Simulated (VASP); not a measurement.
Wanted: the native input for a VASP 6.6.1 run.

* Task: relaxation of cell and atoms
* Functional: PBE
* Potentials or basis: VASP PAW PBE potentials, release 64 (Te)
* Cutoff: 600 eV
* k mesh: 18 × 18 × 10
* Occupations: gaussian, width 0.1 eV
* Spin: no spin polarisation
* Dipole correction: no
* Further INCAR settings: ALGO = Normal; EDIFF = 1e-06; IBRION = 2; EDIFFG = -0.01; NSW = 100; ISIF = 3

The structure of Te lies in POSCAR:

```
Te
1.0
    3.4905029720      0.0000000000      0.0000000000
   -1.7452514860      3.0228642457      0.0000000000
    0.0000000000      0.0000000000      6.1227708558
Te
2
Direct
    0.0000000000      0.0000000000      0.7727498631
    0.0000000000      0.0000000000      0.2272501369
```

One way to write it, as run:

INCAR

```
SYSTEM = Te
PREC = Accurate ; ENCUT = 600
EDIFF = 1E-6 ; ISMEAR = 0
SIGMA = 0.1 ; LREAL = .FALSE.
LASPH = .TRUE. ; NELM = 100
ALGO = Normal ; ISIF = 3
LWAVE = .FALSE. ; LCHARG = .FALSE.
GGA = PE ; IBRION = 2
NSW = 100 ; EDIFFG = -0.01
```

KPOINTS

```
Automatic mesh
0
G
  18 18 10
  0 0 0
```

Potentials or basis: VASP PAW PBE potentials, release 64 (Te).

The run is started by

```console
$ cat potpaw_PBE.64/Te/POTCAR > POTCAR
$ mpirun -np 1 vasp_std > vasp.out
```

It gave:

```yaml
Relaxed_volume: 31.09 Å³/atom
Relaxed_cell: a = 3.418 Å, b = 3.418 Å, c = 6.145 Å, α = 90.00°, β = 90.00°, γ = 120.00°
Space_group_after_relaxing_to_0.05_Å: P6/mmm (No. 191)
Energy_gained_by_relaxing: 17.3 meV/atom
Ionic_steps: 22
Pressure_after_relaxing: 0.0 GPa
Largest_force_after_relaxing: 0.008 eV/Å
Band_gap_on_the_k_mesh: zero (band 6 reaches 9.20 eV, above the bottom of band 7 at 4.14 eV)
```

Caveat: spin-orbit coupling is left out, which moves the levels of the heavy elements.

Wall time 7.8 min on 1 thread of Intel(R) Xeon(R) 6975P-C (Granite Rapids) (shared host), peak memory 0.34 GiB.
